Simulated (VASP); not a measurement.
Here is a VASP 6.6.1 calculation.

Contents of INCAR:

```
  PREC = Accurate
  ENCUT = 500
  EDIFF = 1E-6
  ISMEAR = 0
  SIGMA = 0.01
  LREAL = False
  LASPH = True
  NELM = 120
  ALGO = Normal
  ISIF = 2
  LWAVE = False
  LCHARG = False
  GGA = PS
  ISYM = 0
  NBANDS = 15
  GGA_COMPAT = False
```

KPOINTS

```
Automatic mesh
0
Gamma
  4 4 4
```

POSCAR

```
RbBr
1.0
    0.0000000000      3.8694968646      3.8694968646
    3.8694968646      0.0000000000      3.8694968646
    3.8694968646      3.8694968646      0.0000000000
Rb Br
1 1
Direct
    0.0000000000      0.0000000000      0.0000000000
    0.2500000000      0.2500000000      0.2500000000
```

Potentials or basis: VASP PAW PBE potentials, release 64 (Rb_sv, Br).

Run with:

```sh
$ cat potpaw_PBE.64/Rb_sv/POTCAR potpaw_PBE.64/Br/POTCAR > POTCAR
$ mpirun -np 1 vasp_std > vasp.out
```

Task: Predict the pressure.

Result: -0.3 GPa.

Task: Predict the band gap on the k mesh.

Result: 4.12 eV, indirect (least direct gap 4.21 eV).

Caveat: the PAW data sets were made with another functional, which shifts forces and pressure a little. Expect the measured gap to be larger: semilocal functionals such as PBEsol lack the derivative discontinuity.
